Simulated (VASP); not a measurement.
# TaAsS: single point with PBE

TaAsS, a sheet with vacuum:

```
Ta As S
1.0
     3.35234    0.00000    0.00000
    -1.67617    2.90322    0.00000
     0.00000    0.00000   18.00000
Ta As S
1 1 1
Direct
  0.00000 0.00000 0.49533
  0.66667 0.33333 0.58900
  0.33333 0.66667 0.41100
```

```yaml
Program: VASP 6.6.1
Task: single point
Functional: PBE
Potentials_or_basis: VASP PAW PBE potentials, release 64 (Ta_pv, As, S)
Cutoff: 520 eV
k_mesh: 6 × 6 × 1
Occupations: gaussian, width 0.1 eV
Spin: no spin polarisation
```

| Property | Result |
| --- | --- |
| Largest force | 1.754 eV/Å |
| Band gap on the k mesh | zero (band 11 reaches -1.20 eV, above the bottom of band 12 at -2.01 eV) |

Forces on the atoms (eV/Å):
```
Ta   0.000  0.000 -1.415
As   0.000  0.000  1.754
S    0.000  0.000 -0.339
```

Levels at points of the mesh, in eV from the Fermi level:
| k point | band 7 | band 8 | band 9 | band 10 | band 11 | band 12 | band 13 | band 14 | band 15 | band 16 |
| --- | --- | --- | --- | --- | --- | --- | --- | --- | --- | --- |
| (0.00, 0.00, 0.00) | -2.80 | -2.80 | -1.42 | 0.74 | 0.74 | 0.85 | 1.54 | 1.54 | 4.84 | 5.15 |
| (0.50, 0.00, 0.00) | -3.99 | -3.36 | -3.00 | -1.39 | -0.27 | 0.10 | 3.25 | 3.82 | 5.07 | 5.63 |

Run time: 26 s on 1 thread of Intel(R) Xeon(R) 6975P-C (Granite Rapids), with other jobs on the host, peak memory 0.32 GiB.

Caveat: the k points lie up to 0.36 Å⁻¹ apart; spin-orbit coupling is left out, which moves the levels of the heavy elements.
